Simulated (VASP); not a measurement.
Set up this calculation in VASP 6.6.1, as the native input.

```
Task                   : single point
Functional             : PBE
Potentials or basis    : VASP PAW PBE potentials, release 64 (Co)
Cutoff                 : 520 eV
k mesh                 : 15 × 15 × 8
Occupations            : fermi-dirac, width 0.08 eV
Spin                   : no spin polarisation
Dipole correction      : no
Further INCAR settings : ALGO = Normal; EDIFF = 1e-07; NBANDS = 16
```

The structure of Co lies in POSCAR:

```
Co
1.0
    2.4873648738      0.0000000000      0.0000000000
   -1.2436824369      2.1541211692      0.0000000000
    0.0000000000      0.0000000000      4.0632895034
Co
2
Direct
    0.6666666667      0.3333333333      0.2598610000
    0.3333333333      0.6666666667      0.7401390000
```

The input as run:

INCAR

```
  PREC = Accurate
  ENCUT = 520
  EDIFF = 1E-7
  ISMEAR = -1
  SIGMA = 0.08
  LREAL = False
  LASPH = True
  NELM = 60
  ALGO = Normal
  ISIF = 2
  LWAVE = False
  LCHARG = False
  GGA = PE
  NBANDS = 16
```

KPOINTS

```
Automatic mesh
0
Gamma
  15 15 8
```

Potentials or basis: VASP PAW PBE potentials, release 64 (Co).

Command:

```console
$ cat potpaw_PBE.64/Co/POTCAR > POTCAR
$ mpirun -np 1 vasp_std > vasp.out
```

It gave:

```json
{
 "Pressure": "-10.9 GPa",
 "Largest force": "0.570 eV/Å",
 "Band gap on the k mesh": "zero (band 9 reaches 10.42 eV, above the bottom of band 10 at 9.05 eV)"
}
```

Caveat: the run has no spin polarisation, though such a crystal can be magnetic.

It took 37 s on 1 thread of Intel Xeon 6975P-C, with other jobs on the host, peak memory 0.17 GiB.
